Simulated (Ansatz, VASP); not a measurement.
# Two plane-wave programs on CoH4

```
Co H
1.0
     2.95353    0.00000    0.00000
     0.00000    2.95353    0.00000
     0.00000    0.00000    2.67840
Co H
1 4
Cartesian
  0.0000 0.0000 0.0000
  1.4768 1.4768 2.2745
  1.4768 1.4768 0.4039
  0.0000 1.4768 1.3392
  1.4768 0.0000 1.3392
```

Alike in both runs: functional PBE; k mesh 12 × 12 × 14; occupations gaussian, width 0.1 eV; collinear spin.

Ansatz relaxed the structure, and its values are those at the end. VASP's run is a single point on that final structure, the one shown.

```csv
,VASP,Ansatz
version,VASP 6.6.1,Ansatz 0.2.0
potentials or method,"VASP PAW PBE potentials, release 64 (Co, H), cutoff 520 eV","scalar-relativistic, plane waves, PAW"
valence electrons in the cell,13,21
```

Ansatz gave:

| Quantity | Value |
| --- | --- |
| gap on the k mesh at the Fermi level (eV) | none |
| pressure (GPa) | 0.0 |
| net moment per atom (μB) | 0.23 |
| size of the moment on the site where the two differ most (μB) | 1.05 |

Question: Which values does VASP return?

Answer: gap on the k mesh at the Fermi level (eV): none; pressure (GPa): -0.4; net moment per atom (μB): 0.22; size of the moment on the site where the two differ most (μB): 1.09.

Site moments also hang on the region over which each program counts them. A gap of «none» marks a metal or a gap that the smearing closes. VASP's potentials hold 13 valence electrons a cell and Ansatz's 21, so a difference there can come from the potentials and not from the codes.
